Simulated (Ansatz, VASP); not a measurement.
## C: VASP beside Ansatz

INCAR

```
PREC     = Accurate       # precision mode
ENCUT    = 520            # plane-wave cutoff, eV
EDIFF    = 1E-6           # SCF threshold, eV
ISMEAR   = 0              # smearing method
SIGMA    = 0.1            # smearing width, eV
LREAL    = F              # projectors in reciprocal space
LASPH    = T              # aspherical terms in the spheres
NELM     = 60             # most SCF steps
ALGO     = Normal         # electronic algorithm
ISIF     = 2              # what is computed and relaxed
LWAVE    = F              # write WAVECAR
LCHARG   = T              # write CHGCAR
LDIPOL   = T            
IDIPOL   = 3            
DIPOL    = 0.5 0.5 0.349
GGA      = PE             # functional
IVDW     = 12             # dispersion correction
LELF     = T              # ELF
LVHAR    = T            
LVACPOTAV= T            
NBANDS   = 16             # bands
```

The input KPOINTS:

```
regular mesh
0
Gamma
  15 15 1
```

The input POSCAR:

```
C
1.0
    2.4656524409      0.0000000000      0.0000000000
   -1.2328262205      2.1353176507      0.0000000000
    0.0000000000      0.0000000000     17.5000663885
C
4
Direct
    0.6666666667      0.3333333333      0.2571437784
    0.3333333333      0.6666666667      0.2571418816
    1.1666666667      0.6666666667      0.4405735508
    1.5000000000      0.3333333333      0.4405716540
```

Input for Ansatz:

```yaml
crystal:
  lattice:
    - [2.4656524409, 0.0, 0.0]
    - [-1.2328262205, 2.1353176507, 0.0]
    - [0.0, 0.0, 17.5000663885]
  atoms:
    - { symbol: C, position: [0.6666666667, 0.3333333333, 0.2571437784] }
    - { symbol: C, position: [0.3333333333, 0.6666666667, 0.2571418816] }
    - { symbol: C, position: [1.1666666667, 0.6666666667, 0.4405735508] }
    - { symbol: C, position: [1.5, 0.3333333333, 0.440571654] }
basis:
  ecutwfc: 420
kpoints:
  mp_grid: { grid: [15, 15, 1] }
hamiltonian:
  xc: pbe
  pseudopotentials: { kind: paw, azcp: { folder: soft_1 } }
  dispersion: d3bj
scf:
  occupations: { method: gaussian, width: 0.1 }
output:
  forces: true
  eigenvalues: true
efield:
  axis: 3
  dipole_correction: true
  ramp_width: 0.04
```

Alike in both runs: task single point; functional PBE; dispersion D3(BJ); k mesh 15 × 15 × 1; occupations gaussian, width 0.1 eV; no spin polarisation.

|  | VASP | Ansatz |
| --- | --- | --- |
| version | VASP 6.6.1 | Ansatz 0.2.0 |
| potentials or method | VASP PAW PBE potentials, release 64 (C), cutoff 520 eV | scalar-relativistic, plane waves, PAW |
| valence electrons in the cell | 16 | 16 |

```csv
,VASP,Ansatz,Ansatz less VASP
gap on the k mesh at the Fermi level (eV),0.76,0.76,-0.001
least direct gap on the mesh (eV),0.76,0.76,-0.001
rms of the force components (eV/Å),0.055,0.055,0.0000
```

Atom by atom the forces differ by 0.000 eV/Å (rms over components). Ansatz's warnings: structure snapped to symmetry.
